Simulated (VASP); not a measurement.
A run of VASP 6.6.1 is set up as follows.

The input INCAR:

```
SYSTEM = Ti
  PREC = Accurate
  ENCUT = 520
  EDIFF = 1E-6
  ISMEAR = 0
  SIGMA = 0.15
  LREAL = .False.
  LASPH = .True.
  NELM = 60
  ALGO = Normal
  ISIF = 2
  LWAVE = .False.
  LCHARG = .False.
  GGA = CA
  NBANDS = 12
```

KPOINTS

```
regular mesh
0
Gamma
  22 22 22
  0 0 0
```

POSCAR

```
Ti
1.0
    0.0000000000      2.0005340298      2.0005340298
    2.0005340298      0.0000000000      2.0005340298
    2.0005340298      2.0005340298      0.0000000000
Ti
1
Direct
    0.0000000000      0.0000000000      0.0000000000
```

Potentials or basis: VASP PAW LDA potentials, release 64 (Ti_sv).

The run is started by

```sh
$ cat potpaw_LDA.64/Ti_sv/POTCAR > POTCAR
$ mpirun -np 1 vasp_std > vasp.out
```

Estimate the pressure.

0.0 GPa.

Predict the band gap on the k mesh.

zero (band 6 reaches 9.76 eV, above the bottom of band 7 at 8.33 eV).
